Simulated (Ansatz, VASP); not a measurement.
# Ta in VASP and in Ansatz

```
Ta
1.0
    -4.95384    4.95384    4.95384
     3.30256   -3.30256    3.30256
     3.30256    3.30256   -3.30256
Ta
11
Direct
  0.00000 0.00000 0.50000
  0.00000 0.50000 0.00000
  0.00000 0.50000 0.50000
  0.33333 0.00000 0.00000
  0.33333 0.00000 0.50000
  0.33333 0.50000 0.00000
  0.33333 0.50000 0.50000
  0.66667 0.00000 0.00000
  0.66667 0.00000 0.50000
  0.66667 0.50000 0.00000
  0.66667 0.50000 0.50000
```

Alike in both runs: task single point; functional PBE; k mesh 2 × 3 × 3; occupations fermi-dirac, width 0.1 eV; no spin polarisation.

|  | VASP | Ansatz |
| --- | --- | --- |
| version | VASP 6.6.1 | Ansatz 0.2.0 |
| potentials or method | VASP PAW PBE potentials, release 64 (Ta_pv), cutoff 400 eV | plane waves, PAW |
| valence electrons in the cell | 121 | 143 |

```tsv
	VASP	Ansatz	Ansatz less VASP
gap on the k mesh at the Fermi level (eV)	none	none	-
rms of the force components (eV/Å)	0.228	0.231	+0.0023
```

Atom by atom the forces differ by 0.003 eV/Å (rms over components). A gap of «none» marks a metal or a gap that the smearing closes. VASP's potentials hold 121 valence electrons a cell and Ansatz's 143, so a difference there can come from the potentials and not from the codes.

The k mesh is coarse, so the values compare programs but aren't converged. Neither program's run includes spin-orbit coupling.
